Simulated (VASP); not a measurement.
# Si3IrRu (Pm-3m) in VASP: notebook

The runs below take Si3IrRu through single point, relaxation of cell and atoms, with PBE.

All numbers are computed with VASP 6.6.1; they aren't measurements. Logs are shortened: lines on timing, memory, paths and dates and some standing lists are left out, and cuts for length are marked.

## Step 1: The cell of the first run

The structure is cubic, space group Pm-3m (No. 221). Conventional cell: a = 4.550 Å, b = 4.550 Å, c = 4.550 Å, α = 90.00°, β = 90.00°, γ = 90.00°. Within 3.0 Å of Si (site symmetry 4/mmm) lie 2 Ir at 2.28 Å. Ru (site symmetry m-3m) has 12 Si at 3.22 Å and 8 Ir at 3.94 Å within 4.2 Å. Ir (site symmetry m-3m) has 6 Si at 2.28 Å within 3.0 Å.

## Step 2: Single point, PBE

INCAR

```
SYSTEM = Si3IrRu
PREC = Accurate
ENCUT = 520
EDIFF = 1E-7
ISMEAR = 0
SIGMA = 0.1
LREAL = .False.
LASPH = .True.
NELM = 100
ALGO = Normal
ISIF = 2
LWAVE = .False.
LCHARG = .True.
GGA = PE
LELF = .True.
LVHAR = .True.
NBANDS = 26
```

KPOINTS

```
Automatic mesh
0
Gamma
  4 4 4
  0 0 0
```

POSCAR

```
Si3IrRu
1.0
    4.5504172808      0.0000000000      0.0000000000
    0.0000000000      4.5504172808      0.0000000000
    0.0000000000      0.0000000000      4.5504172808
Si Ru Ir
3 1 1
Direct
    0.5000000000      0.0000000000      0.0000000000
    0.0000000000      0.5000000000      0.0000000000
    0.0000000000      0.0000000000      0.5000000000
    0.5000000000      0.5000000000      0.5000000000
    0.0000000000      0.0000000000      0.0000000000
```

Potentials or basis: VASP PAW PBE potentials, release 64 (Si, Ru_pv, Ir).

Command:

```console
$ cat potpaw_PBE.64/Si/POTCAR potpaw_PBE.64/Ru_pv/POTCAR potpaw_PBE.64/Ir/POTCAR > POTCAR
$ mpirun -np 1 vasp_std > vasp.out
```

OUTCAR:

```text
SYSTEM = Si3IrRu
   PREC = Accurate
   ENCUT = 520
   EDIFF = 1E-7
   ISMEAR = 0
   LREAL = .False.
   LASPH = .True.
   NELM = 100
   ISIF = 2
   GGA = PE

 ion  position               nearest neighbor table
   1  0.500  0.000  0.000-   5 2.28   5 2.28   4 3.22   4 3.22   4 3.22   4 3.22
   2  0.000  0.500  0.000-   5 2.28   5 2.28   4 3.22   4 3.22   4 3.22   4 3.22
   3  0.000  0.000  0.500-   5 2.28   5 2.28   4 3.22   4 3.22   4 3.22   4 3.22
   4  0.500  0.500  0.500-   1 3.22   2 3.22   3 3.22   1 3.22   2 3.22   1 3.22   3 3.22   1 3.22
                             2 3.22   3 3.22   2 3.22   3 3.22
   5  0.000  0.000  0.000-   1 2.28   2 2.28   3 2.28   3 2.28   2 2.28   1 2.28

  LATTYP: Found a simple cubic cell.
 ALAT       =     4.5504172808

  Lattice vectors:

 A1 = (   4.5504172808,   0.0000000000,   0.0000000000)
 A2 = (   0.0000000000,   4.5504172808,   0.0000000000)
 A3 = (   0.0000000000,   0.0000000000,   4.5504172808)

Analysis of symmetry for initial positions (statically):
=====================================================================
 Subroutine PRICEL returns:
 Original cell was already a primitive cell.

 Routine SETGRP: Setting up the symmetry group for a
 simple cubic supercell.

 Subroutine GETGRP returns: Found 48 space group operations
 (whereof 48 operations were pure point group operations)
 out of a pool of 48 trial point group operations.

The static configuration has the point symmetry O_h .

Analysis of symmetry for dynamics (positions and initial velocities):
=====================================================================
 Subroutine PRICEL returns:
 Original cell was already a primitive cell.

 Routine SETGRP: Setting up the symmetry group for a
 simple cubic supercell.

 Subroutine GETGRP returns: Found 48 space group operations
 (whereof 48 operations were pure point group operations)
 out of a pool of 48 trial point group operations.

The dynamic configuration has the point symmetry O_h .

 Subroutine INISYM returns: Found 48 space group operations
 (whereof 48 operations are pure point group operations),
 and found     1 'primitive' translations

----------------------------------------------------------------------------------------

                                     Primitive cell

  volume of cell :      94.2223

  direct lattice vectors                    reciprocal lattice vectors
     4.550417281  0.000000000  0.000000000     0.219760066  0.000000000  0.000000000
     0.000000000  4.550417281  0.000000000     0.000000000  0.219760066  0.000000000
     0.000000000  0.000000000  4.550417281     0.000000000  0.000000000  0.219760066

  length of vectors
     4.550417281  4.550417281  4.550417281     0.219760066  0.219760066  0.219760066

  position of ions in fractional coordinates (direct lattice)
     0.500000000  0.000000000  0.000000000
     0.000000000  0.500000000  0.000000000
     0.000000000  0.000000000  0.500000000
     0.500000000  0.500000000  0.500000000
     0.000000000  0.000000000  0.000000000

  ion indices of the primitive-cell ions
   primitive index   ion index
                 1           1
                 2           2
                 3           3
                 4           4
                 5           5

----------------------------------------------------------------------------------------

 KPOINTS: Automatic mesh

Automatic generation of k-mesh.
 Grid dimensions read from file:
 generate k-points for:    4    4    4

 Generating k-lattice:

  Cartesian coordinates                     Fractional coordinates (reciprocal lattice)
     0.054940016  0.000000000  0.000000000     0.250000000  0.000000000  0.000000000
     0.000000000  0.054940016  0.000000000     0.000000000  0.250000000  0.000000000
     0.000000000  0.000000000  0.054940016     0.000000000  0.000000000  0.250000000

  Length of vectors
     0.054940016  0.054940016  0.054940016

  Shift w.r.t. Gamma in fractional coordinates (k-lattice)
     0.000000000  0.000000000  0.000000000

 Subroutine IBZKPT returns following result:
 ===========================================

 Found     10 irreducible k-points:

 Following reciprocal coordinates:
            Coordinates               Weight
  0.000000  0.000000  0.000000      1.000000
  0.250000  0.000000  0.000000      6.000000
  0.500000  0.000000  0.000000      3.000000
  0.250000  0.250000  0.000000     12.000000
  0.500000  0.250000  0.000000     12.000000
  0.500000  0.500000  0.000000      3.000000
  0.250000  0.250000  0.250000      8.000000
  0.500000  0.250000  0.250000     12.000000
  0.500000  0.500000  0.250000      6.000000
  0.500000  0.500000  0.500000      1.000000
   k-points           NKPTS =     10   k-points in BZ     NKDIM =     10   number of bands    NBANDS=     26
   number of dos      NEDOS =    301   number of ions     NIONS =      5
   total plane-waves  NPLWV =  46656
   dimension x,y,z NGX =    36 NGY =   36 NGZ =   36
   dimension x,y,z NGXF=    72 NGYF=   72 NGZF=   72
   ions per type =               3   1   1
   NGX,Y,Z   is equivalent  to a cutoff of  13.15, 13.15, 13.15 a.u.
   NGXF,Y,Z  is equivalent  to a cutoff of  26.30, 26.30, 26.30 a.u.
 SYSTEM =  Si3IrRu
   PREC   = accura    normal or accurate (medium, high low for compatibility)
   ISTART =      0    job   : 0-new  1-cont  2-samecut
   ICHARG =      2    charge: 1-file 2-atom 10-const
   ISPIN  =      1    spin polarized calculation?
   LNONCOLLINEAR =      F non collinear calculations
   LSORBIT =      F    spin-orbit coupling
   LASPH  =      T    aspherical Exc in radial PAW
   ENCUT  =  520.0 eV  38.22 Ry    6.18 a.u.   8.46  8.46  8.46*2*pi/ulx,y,z
   NELM   =    100;   NELMIN=  2; NELMDL= -5     # of ELM steps
   EDIFF  = 0.1E-06   stopping-criterion for ELM
   LREAL  =      F    real-space projection
   EDIFFG = 0.1E-05   stopping-criterion for IOM
   NSW    =      0    number of steps for IOM
   IBRION =     -1    ionic relax: 0-MD 1-quasi-New 2-CG
   NFREE  =      0    steps in history (QN), initial steepest desc. (CG)
   ISIF   =      2    stress and relaxation
   ISYM   =      2    0-nonsym 1-usesym 2-fastsym
   POTIM  = 0.5000    time-step for ionic-motion
   TEBEG  =    0.0;   TEEND  =   0.0 temperature during run
   PSTRESS=    0.0 pullay stress
   NELECT =      35.0000    total number of electrons
   NUPDOWN=      -1.0000    fix difference up-down
   EMIN   =  10.00;   EMAX   =-10.00  energy-range for DOS
   EFERMI =   0.00;   METHOD = LEGACY
   ISMEAR =     0;   SIGMA  =   0.10  broadening in eV -4-tet -1-fermi 0-gaus
   EFERMI_NEDOS =   21; number of points for ismear=-14 and -15
   IALGO  =     38    algorithm
   IMIX   =      4    mixing-type and parameters
     AMIX     =   0.40;   BMIX     =  1.00
     AMIX_MAG =   1.60;   BMIX_MAG =  1.00
  volume/ion in A,a.u.               =      18.84       127.17
  Fermi-wavevector in a.u.,A,eV,Ry     =   1.176828  2.223882 18.843034  1.384924
  Thomas-Fermi vector in A             =   2.313185
   LORBIT       =      0    0 simple, 1 ext, 2 COOP (PROOUT), +10 PAW based schemes
   GGA     = PE    functional components
   LHFCALC =     F    Hartree Fock is set to
   AEXX    =    0.0000 exact exchange contribution
   IVDW    =     0    specifies the selected vdW correction
   LEPSILON=     F    determine dielectric tensor
   LRPA    =     F    only Hartree local field effects (RPA)
 non-spin polarized calculation
 Gauss-broadening in eV      SIGMA  =   0.10
  energy-cutoff  :      520.00
  volume of cell :       94.22
 maximum number of plane-waves:      2560
 NGX is ok and might be reduce to    36
   NGX = 17   NGY = 17   NGZ = 17

 number of electron      35.0000004 magnetization

 Free energy of the ion-electron system (eV)
  ---------------------------------------------------
  ext. energy  EPLUGINS =         0.00000000
  ---------------------------------------------------
  free energy    TOTEN  =       -29.44239537 eV

  energy without entropy =      -29.40783956  energy(sigma->0) =      -29.42511746

 E-fermi :   7.0383     XC(G=0): -10.7509

 val. band max:        6.9985559912   @ k =   0.5000   0.2500   0.0000
 cond. band min:       7.0411185215   @ k =   0.5000   0.0000   0.0000
 fundamental gap:      0.0425625302
 Fermi energy:         7.0383164661

 k-point     1 :       0.0000    0.0000    0.0000
  band No.  band energies     occupation
      1     -34.3190      2.00000
      2     -34.3190      2.00000
      3     -34.3190      2.00000
      4      -4.5621      2.00000
      5      -1.2901      2.00000
      6      -1.2901      2.00000
[... 18 lines left out ...]
     25      10.0256      0.00000
     26      10.0256      0.00000

 k-point     2 :       0.2500    0.0000    0.0000
  band No.  band energies     occupation
      1     -34.3195      2.00000
      2     -34.3190      2.00000
      3     -34.3190      2.00000
      4      -4.1812      2.00000
      5      -1.2787      2.00000
      6      -1.2156      2.00000
[... 18 lines left out ...]
     25       9.8825      0.00000
     26      10.3802      0.00000

 k-point     3 :       0.5000    0.0000    0.0000
  band No.  band energies     occupation
      1     -34.3200      2.00000
      2     -34.3189      2.00000
      3     -34.3189      2.00000
      4      -3.6405      2.00000
      5      -1.4789      2.00000
      6      -1.1367      2.00000
[... 166 lines left out ...]
 k-point     9 :       0.5000    0.5000    0.2500
  band No.  band energies     occupation
      1     -34.3198      2.00000
      2     -34.3198      2.00000
      3     -34.3193      2.00000
      4      -2.0812      2.00000
      5      -0.7043      2.00000
      6      -0.7043      2.00000
[... 18 lines left out ...]
     25      12.0344      0.00000
     26      14.7216      0.00000

 k-point    10 :       0.5000    0.5000    0.5000
  band No.  band energies     occupation
      1     -34.3198      2.00000
      2     -34.3198      2.00000
      3     -34.3198      2.00000
      4      -0.5128      2.00000
      5      -0.5128      2.00000
      6      -0.5128      2.00000
[... 18 lines left out ...]
     25      15.0544      0.00000
     26      15.0545      0.00000

------------------------ aborting loop because EDIFF is reached ----------------------------------------

  FORCE on cell =-STRESS in cart. coord.  units (eV):
  Direction    XX          YY          ZZ          XY          YZ          ZX
  --------------------------------------------------------------------------------------
  -------------------------------------------------------------------------------------
  Total        0.2612973      0.2612973      0.2612973     -0.0000000      0.0000000      0.0000000
  in kB        4.4431582      4.4431582      4.4431582     -0.0000000      0.0000000      0.0000000
  external PRESSURE =       4.4431582 kB  Pullay stress =       0.0000000 kB

 VOLUME and BASIS-vectors are now :
 -----------------------------------------------------------------------------
  energy-cutoff  :      520.00
  volume of cell :       94.22
      direct lattice vectors                 reciprocal lattice vectors
     4.550417281  0.000000000  0.000000000     0.219760066  0.000000000  0.000000000
     0.000000000  4.550417281  0.000000000     0.000000000  0.219760066  0.000000000
     0.000000000  0.000000000  4.550417281     0.000000000  0.000000000  0.219760066

 POSITION                                       TOTAL-FORCE (eV/Angst)
 -----------------------------------------------------------------------------------
      2.27521      0.00000      0.00000         0.000000      0.000000      0.000000
      0.00000      2.27521      0.00000         0.000000      0.000000      0.000000
      0.00000      0.00000      2.27521         0.000000      0.000000      0.000000
      2.27521      2.27521      2.27521         0.000000      0.000000      0.000000
      0.00000      0.00000      0.00000         0.000000      0.000000      0.000000
 -----------------------------------------------------------------------------------
    total drift:                                0.000000      0.000000      0.000000

  FREE ENERGIE OF THE ION-ELECTRON SYSTEM (eV)
  ---------------------------------------------------
  free  energy   TOTEN  =       -29.4423953668 eV

  energy  without entropy=      -29.4078395576  energy(sigma->0) =      -29.42511746
```

Wall time 22 s (1 thread of Intel Xeon 6975P-C (Granite Rapids), shared host); peak memory 0.21 GiB.

Results:

```
Free energy : -29.4424 eV
Pressure    : 0.4 GPa
```

Levels at points of the mesh, in eV from the Fermi level:
```tsv
k point	band 14	band 15	band 16	band 17	band 18	band 19	band 20	band 21	band 22	band 23
(0.00, 0.00, 0.00)	-1.48	-0.40	-0.40	-0.40	-0.30	1.41	1.41	1.41	1.45	1.45
(0.50, 0.00, 0.00)	-0.92	-0.53	0.00	0.28	0.28	0.55	1.00	1.83	1.83	2.35
(0.50, 0.50, 0.00)	-0.63	-0.63	-0.49	-0.27	-0.08	-0.08	0.04	2.28	3.59	3.59
(0.50, 0.50, 0.50)	-0.16	-0.16	-0.06	-0.06	-0.06	0.14	0.14	0.14	4.56	4.56
```

Caveat: spin-orbit coupling is left out, which moves the levels of the heavy elements.

## Step 3: Relaxation of cell and atoms, PBE

This run uses another cell than the first one, of 12.87 Å³/atom, 0.683 times its volume.

INCAR

```
  PREC = Accurate
  ENCUT = 600
  EDIFF = 1E-6
  ISMEAR = 0
  SIGMA = 0.1
  LREAL = F
  LASPH = T
  NELM = 60
  ALGO = Normal
  ISIF = 3
  LWAVE = F
  LCHARG = F
  GGA = PE
  IBRION = 2
  NSW = 90
  EDIFFG = -0.04
```

KPOINTS

```
regular mesh
0
Gamma
  4 4 4
```

POSCAR, as its differences from that of step 2:

```diff
@@ -2,5 +2,5 @@
 1.0
-    4.5504172808      0.0000000000      0.0000000000
-    0.0000000000      4.5504172808      0.0000000000
-    0.0000000000      0.0000000000      4.5504172808
+    4.0069977900      0.0000000000      0.0000000000
+    0.0000000000      4.0069977900      0.0000000000
+    0.0000000000      0.0000000000      4.0069977900
 Si Ru Ir
```

Potentials or basis: VASP PAW PBE potentials, release 64 (Si, Ru_pv, Ir).

Command:

```console
$ cat potpaw_PBE.64/Si/POTCAR potpaw_PBE.64/Ru_pv/POTCAR potpaw_PBE.64/Ir/POTCAR > POTCAR
$ mpirun -np 1 vasp_std > vasp.out
```

Wall time 75 s (1 thread of Intel Xeon 6975P-C (Granite Rapids), shared host); peak memory 0.19 GiB.

The run converged. Its results:

```yaml
Free_energy: -29.4345 eV
Relaxed_volume: 18.89 Å³/atom
Relaxed_cell: a = 4.554 Å, b = 4.554 Å, c = 4.554 Å, α = 90.00°, β = 90.00°, γ = 90.00°
Space_group_after_relaxing_to_0.05_Å: Pm-3m (No. 221)
Energy_gained_by_relaxing: 1369.6 meV/atom
Ionic_steps: 5
Pressure_after_relaxing: 0.1 GPa
```

The path:
| step | energy change (eV) | largest force (eV/Å) | pressure (GPa) | volume (Å³) |
| --- | --- | --- | --- | --- |
| 1 | 0.0000 | 0.0000 | 101.84 | 64.34 |
| 2 | 0.6158 | 0.0000 | -16.28 | 174.49 |
| 3 | -6.7393 | 0.0000 | -5.69 | 99.88 |
| 4 | -6.8224 | 0.0000 | -2.46 | 96.65 |
| 5 | -6.8480 | 0.0000 | 0.13 | 94.46 |

Final structure:
```yaml
crystal:
  lattice:
    - [4.55428, 0.00000, 0.00000]
    - [0.00000, 4.55428, 0.00000]
    - [0.00000, 0.00000, 4.55428]
  atoms:
    - { symbol: Si, position: [0.50000, 0.00000, 0.00000] }
    - { symbol: Si, position: [0.00000, 0.50000, 0.00000] }
    - { symbol: Si, position: [0.00000, 0.00000, 0.50000] }
    - { symbol: Ru, position: [0.50000, 0.50000, 0.50000] }
    - { symbol: Ir, position: [0.00000, 0.00000, 0.00000] }
```

Levels at points of the mesh, in eV from the Fermi level:
```tsv
k point	band 14	band 15	band 16	band 17	band 18	band 19	band 20	band 21
(0.00, 0.00, 0.00)	-1.47	-0.40	-0.40	-0.40	-0.30	1.41	1.41	1.44
(0.50, 0.00, 0.00)	-0.92	-0.53	0.00	0.27	0.27	0.54	1.00	1.83
(0.50, 0.50, 0.00)	-0.63	-0.63	-0.48	-0.27	-0.08	-0.08	0.05	2.27
(0.50, 0.50, 0.50)	-0.16	-0.16	-0.06	-0.06	-0.06	0.14	0.14	0.14
```

Caveat: the k points lie up to 0.34 Å⁻¹ apart in the final cell; the volume moved by over 15 % at a fixed basis, so the end points are rough; spin-orbit coupling is left out, which moves the levels of the heavy elements.
